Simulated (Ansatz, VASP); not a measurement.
One calculation of Mo, two programs

```
CELL_PARAMETERS angstrom
3.56363 0.00000 0.00000
-1.78182 3.08619 0.00000
0.00000 0.00000 5.87999
ATOMIC_POSITIONS crystal
Mo 0.33333 0.66667 0.43750
Mo 0.66667 0.33333 0.93750
Mo 0.66667 0.33333 0.56250
Mo 0.33333 0.66667 0.06250
```

Alike in both runs: task single point; functional PBE; k mesh 6 × 6 × 4; occupations gaussian, width 0.1 eV; no spin polarisation.

|  | VASP | Ansatz |
| --- | --- | --- |
| version | VASP 6.6.1 | Ansatz 0.2.0 |
| potentials or method | VASP PAW PBE potentials, release 64 (Mo_sv), cutoff 520 eV | scalar-relativistic, plane waves, PAW |
| valence electrons in the cell | 56 | 56 |

|  | VASP | Ansatz | Ansatz less VASP |
| --- | --- | --- | --- |
| gap on the k mesh at the Fermi level (eV) | none | none | - |
| rms of the force components (eV/Å) | 0.964 | 0.940 | -0.0249 |

Atom by atom the forces differ by 0.025 eV/Å (rms over components). A gap of «none» marks a metal or a gap that the smearing closes.
